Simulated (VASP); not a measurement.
# Sc2Ta (P6/mmm) in VASP: notebook

Runs on Sc2Ta. Level: PBE. Tasks: single point.

All numbers are computed with VASP 6.6.1; they aren't measurements. Logs are shortened: lines on timing, memory, paths and dates and some standing lists are left out, and cuts for length are marked.

### 1 The cell of the first run

Symmetry: P6/mmm, No. 191, hexagonal system. Conventional cell: a = 3.729 Å, b = 3.729 Å, c = 3.855 Å, α = 90.00°, β = 90.00°, γ = 120.00°. Within 2.9 Å of Sc (site symmetry -6m2) lie 3 Sc at 2.15 Å and 6 Ta at 2.89 Å. Within 3.9 Å of Ta (site symmetry 6/mmm) lie 12 Sc at 2.89 Å and 8 Ta at 3.73 to 3.85 Å.

The cell was generated, and may not be a known phase.

### 2 Single point, PBE

The input, INCAR:

```
ALGO = Fast
EDIFF = 1E-7
ENCUT = 520
GGA = PE
ISIF = 2
ISMEAR = 0
LASPH = True
LCHARG = False
LREAL = False
LWAVE = False
NBANDS = 24
NELM = 100
PREC = Accurate
SIGMA = 0.1
```

The input, KPOINTS:

```
k-points
0
Gamma
  6 6 4
```

The input, POSCAR:

```
Sc2Ta
1.0
    3.7292296700      0.0000000000      0.0000000000
   -1.8646148400      3.2296076300      0.0000000000
    0.0000000000      0.0000000000      3.8547928800
Sc Ta
2 1
Direct
    0.3333333300      0.6666666700      0.5000000000
    0.6666666700      0.3333333300      0.5000000000
    0.0000000000      0.0000000000      0.0000000000
```

Potentials or basis: VASP PAW PBE potentials, release 64 (Sc_sv, Ta_pv).

On the command line:

```sh
> cat potpaw_PBE.64/Sc_sv/POTCAR potpaw_PBE.64/Ta_pv/POTCAR > POTCAR
> mpirun -np 1 vasp_std > vasp.out
```

OUTCAR:

```text
EDIFF = 1E-7
   ENCUT = 520
   GGA = PE
   ISIF = 2
   ISMEAR = 0
   LASPH = True
   LREAL = False
   NELM = 100
   PREC = Accurate

 ion  position               nearest neighbor table
   1  0.333  0.667  0.500-   2 2.15   2 2.15   2 2.15   3 2.89   3 2.89   3 2.89   3 2.89   3 2.89
                             3 2.89
   2  0.667  0.333  0.500-   1 2.15   1 2.15   1 2.15   3 2.89   3 2.89   3 2.89   3 2.89   3 2.89
                             3 2.89
   3  0.000  0.000  0.000-   1 2.89   2 2.89   1 2.89   2 2.89   2 2.89   2 2.89   1 2.89   1 2.89
                             2 2.89   2 2.89   1 2.89   1 2.89

  LATTYP: Found a hexagonal cell.
 ALAT       =     3.7292296700
 C/A-ratio  =     1.0336700126

  Lattice vectors:

 A1 = (   3.7292296700,   0.0000000000,   0.0000000000)
 A2 = (  -1.8646148400,   3.2296076300,   0.0000000000)
 A3 = (   0.0000000000,   0.0000000000,   3.8547928800)

Analysis of symmetry for initial positions (statically):
=====================================================================
 Subroutine PRICEL returns:
 Original cell was already a primitive cell.

 Routine SETGRP: Setting up the symmetry group for a
 hexagonal supercell.

 Subroutine GETGRP returns: Found 24 space group operations
 (whereof 24 operations were pure point group operations)
 out of a pool of 24 trial point group operations.

The static configuration has the point symmetry D_6h.

Analysis of symmetry for dynamics (positions and initial velocities):
=====================================================================
 Subroutine PRICEL returns:
 Original cell was already a primitive cell.

 Routine SETGRP: Setting up the symmetry group for a
 hexagonal supercell.

 Subroutine GETGRP returns: Found 24 space group operations
 (whereof 24 operations were pure point group operations)
 out of a pool of 24 trial point group operations.

The dynamic configuration has the point symmetry D_6h.

 Subroutine INISYM returns: Found 24 space group operations
 (whereof 24 operations are pure point group operations),
 and found     1 'primitive' translations

----------------------------------------------------------------------------------------

                                     Primitive cell
[... 84 lines left out ...]
   LNONCOLLINEAR =      F non collinear calculations
   LSORBIT =      F    spin-orbit coupling
   LASPH  =      T    aspherical Exc in radial PAW
   ENCUT  =  520.0 eV  38.22 Ry    6.18 a.u.   6.93  6.93  7.17*2*pi/ulx,y,z
   NELM   =    100;   NELMIN=  2; NELMDL= -5     # of ELM steps
   EDIFF  = 0.1E-06   stopping-criterion for ELM
   LREAL  =      F    real-space projection
   EDIFFG = 0.1E-05   stopping-criterion for IOM
   NSW    =      0    number of steps for IOM
   IBRION =     -1    ionic relax: 0-MD 1-quasi-New 2-CG
   NFREE  =      0    steps in history (QN), initial steepest desc. (CG)
   ISIF   =      2    stress and relaxation
   ISYM   =      2    0-nonsym 1-usesym 2-fastsym
   POTIM  = 0.5000    time-step for ionic-motion
   TEBEG  =    0.0;   TEEND  =   0.0 temperature during run
   PSTRESS=    0.0 pullay stress
   NELECT =      33.0000    total number of electrons
   NUPDOWN=      -1.0000    fix difference up-down
   EMIN   =  10.00;   EMAX   =-10.00  energy-range for DOS
   EFERMI =   0.00;   METHOD = LEGACY
   ISMEAR =     0;   SIGMA  =   0.10  broadening in eV -4-tet -1-fermi 0-gaus
   EFERMI_NEDOS =   21; number of points for ismear=-14 and -15
   IALGO  =     68    algorithm
   IMIX   =      4    mixing-type and parameters
     AMIX     =   0.40;   BMIX     =  1.00
     AMIX_MAG =   1.60;   BMIX_MAG =  1.00
  volume/ion in A,a.u.               =      15.48       104.43
  Fermi-wavevector in a.u.,A,eV,Ry     =   1.461020  2.760927 29.042717  2.134579
  Thomas-Fermi vector in A             =   2.577401
   LORBIT       =      0    0 simple, 1 ext, 2 COOP (PROOUT), +10 PAW based schemes
   GGA     = PE    functional components
   LHFCALC =     F    Hartree Fock is set to
   AEXX    =    0.0000 exact exchange contribution
   IVDW    =     0    specifies the selected vdW correction
   LEPSILON=     F    determine dielectric tensor
   LRPA    =     F    only Hartree local field effects (RPA)
 non-spin polarized calculation
 RMM-DIIS sequential band-by-band and
 Gauss-broadening in eV      SIGMA  =   0.10
  energy-cutoff  :      520.00
  volume of cell :       46.43
 maximum number of plane-waves:      1270
 NGX is ok and might be reduce to    28
   NGX = 13   NGY = 13   NGZ = 15

 number of electron      33.0000002 magnetization

 Free energy of the ion-electron system (eV)
  ---------------------------------------------------
  ext. energy  EPLUGINS =         0.00000000
  ---------------------------------------------------
  free energy    TOTEN  =       -18.81881126 eV

  energy without entropy =      -18.79689580  energy(sigma->0) =      -18.80785353

 E-fermi :   6.3506     XC(G=0): -12.3841

 val. band max:        6.3437576964   @ k =   0.3333   0.1667   0.2500
 cond. band min:       6.3577095359   @ k =   0.3333   0.1667   0.5000
 fundamental gap:      0.0139518395
 Fermi energy:         6.3506473732

 k-point     1 :       0.0000    0.0000    0.0000
  band No.  band energies     occupation
      1     -42.7041      2.00000
      2     -40.7206      2.00000
      3     -27.3024      2.00000
      4     -27.2752      2.00000
      5     -27.2752      2.00000
      6     -22.4646      2.00000
[... 556 lines left out ...]
     23      10.9927      0.00000
     24      10.9932      0.00000

------------------------ aborting loop because EDIFF is reached ----------------------------------------

  FORCE on cell =-STRESS in cart. coord.  units (eV):
  Direction    XX          YY          ZZ          XY          YZ          ZX
  --------------------------------------------------------------------------------------
  -------------------------------------------------------------------------------------
  Total       16.8488020     16.8488020      3.6909715     -0.0000000     -0.0000000      0.0000000
  in kB      581.4463748    581.4463746    127.3741592     -0.0000009     -0.0000000      0.0000000
  external PRESSURE =     430.0889695 kB  Pullay stress =       0.0000000 kB

 VOLUME and BASIS-vectors are now :
 -----------------------------------------------------------------------------
  energy-cutoff  :      520.00
  volume of cell :       46.43
      direct lattice vectors                 reciprocal lattice vectors
     3.729229670  0.000000000  0.000000000     0.268151894  0.154817569  0.000000000
    -1.864614840  3.229607630  0.000000000     0.000000000  0.309635137  0.000000000
     0.000000000  0.000000000  3.854792880     0.000000000  0.000000000  0.259417310

 POSITION                                       TOTAL-FORCE (eV/Angst)
 -----------------------------------------------------------------------------------
     -0.00000      2.15307      1.92740         0.000000      0.000000     -0.000000
      1.86461      1.07654      1.92740        -0.000000      0.000000      0.000000
      0.00000      0.00000      0.00000         0.000000      0.000000     -0.000000
 -----------------------------------------------------------------------------------
    total drift:                                0.000000      0.000000      0.000000

  FREE ENERGIE OF THE ION-ELECTRON SYSTEM (eV)
  ---------------------------------------------------
  free  energy   TOTEN  =       -18.8188112581 eV

  energy  without entropy=      -18.7968958029  energy(sigma->0) =      -18.80785353
```

It took 86 s on 1 thread of AMD EPYC, shared host; peak memory 0.14 GiB.

Results:

- Free energy: -18.8188 eV
- Pressure: 43.0 GPa
- Band gap on the k mesh: zero (an odd number of electrons rules out a gap without spin polarisation)

Levels at points of the mesh, in eV from the Fermi level:
```
           k point  band 15  band 16  band 17  band 18  band 19  band 20
(0.00, 0.00, 0.00)     0.54     0.57     0.57     0.91     0.91     1.50
(0.50, 0.00, 0.00)    -1.32    -0.10     0.16     0.55     1.76     2.30
(0.00, 0.00, 0.50)    -1.82    -0.86    -0.86     2.02     2.35     3.79
(0.50, 0.00, 0.50)    -0.98    -0.63     0.42     0.56     2.48     2.55
```

Caveat: the k points lie up to 0.41 Å⁻¹ apart, too coarse for converged energies and pressures of a metal; spin-orbit coupling is left out, which moves the levels of the heavy elements.

### 3 Single point, PBE

This run uses another cell than the first one, of 20.91 Å³/atom.

The input, INCAR:

```
SYSTEM = Sc2Ta
ALGO     = Normal         ! electronic algorithm
EDIFF    = 1E-7           ! SCF threshold, eV
ENCUT    = 520            ! plane-wave cutoff, eV
GGA      = PE             ! functional
ISIF     = 2              ! what is computed and relaxed
ISMEAR   = 0              ! smearing method
LASPH    = .True.         ! aspherical terms in the spheres
LCHARG   = .True.         ! write CHGCAR
LELF     = .True.         ! ELF
LREAL    = .False.        ! projectors in reciprocal space
LVHAR    = .True.       
LWAVE    = .False.        ! write WAVECAR
NBANDS   = 24             ! bands
NELM     = 80             ! most SCF steps
PREC     = Accurate       ! precision mode
SIGMA    = 0.1            ! smearing width, eV
```

The input, KPOINTS:

```
k-points
0
Gamma
  6 6 4
  0 0 0
```

The input, POSCAR:

```
Sc2Ta
1.0
    4.9634237704      0.0000000038      0.0000000000
   -2.4817118885      4.2984510730      0.0000000000
    0.0000000000      0.0000000000      2.9397261518
Sc Ta
2 1
Direct
    0.3333333333      0.6666666667      0.5000000000
    0.6666666667      0.3333333333      0.5000000000
    0.0000000000      0.0000000000      0.0000000000
```

Potentials or basis: VASP PAW PBE potentials, release 64 (Sc_sv, Ta_pv).

On the command line:

```sh
> cat potpaw_PBE.64/Sc_sv/POTCAR potpaw_PBE.64/Ta_pv/POTCAR > POTCAR
> mpirun -np 1 vasp_std > vasp.out
```

It took 2.4 min on 1 thread of AMD EPYC, shared host; peak memory 0.17 GiB.

The run converged. Its results:

```
Free energy            : -23.8044 eV
Pressure               : 0.2 GPa
Band gap on the k mesh : zero (an odd number of electrons rules out a gap without spin polarisation)
```

Levels at points of the mesh, in eV from the Fermi level:
```csv
k point,band 14,band 15,band 16,band 17,band 18,band 19,band 20,band 21
"(0.00, 0.00, 0.00)",-0.86,-0.86,-0.17,-0.17,0.47,0.93,1.99,1.99
"(0.50, 0.00, 0.00)",-2.57,-0.52,-0.11,0.38,0.44,0.86,0.87,1.99
"(0.00, 0.00, 0.50)",-1.78,-1.76,-1.76,-1.53,1.54,1.54,2.17,2.17
"(0.50, 0.00, 0.50)",-1.39,-1.05,-0.22,0.20,0.50,0.81,1.33,1.81
```

Caveat: the k points lie up to 0.53 Å⁻¹ apart, too coarse for converged energies and pressures of a metal; spin-orbit coupling is left out, which moves the levels of the heavy elements.

The gap in the log of VASP goes by the Fermi energy; the results here count the filled bands.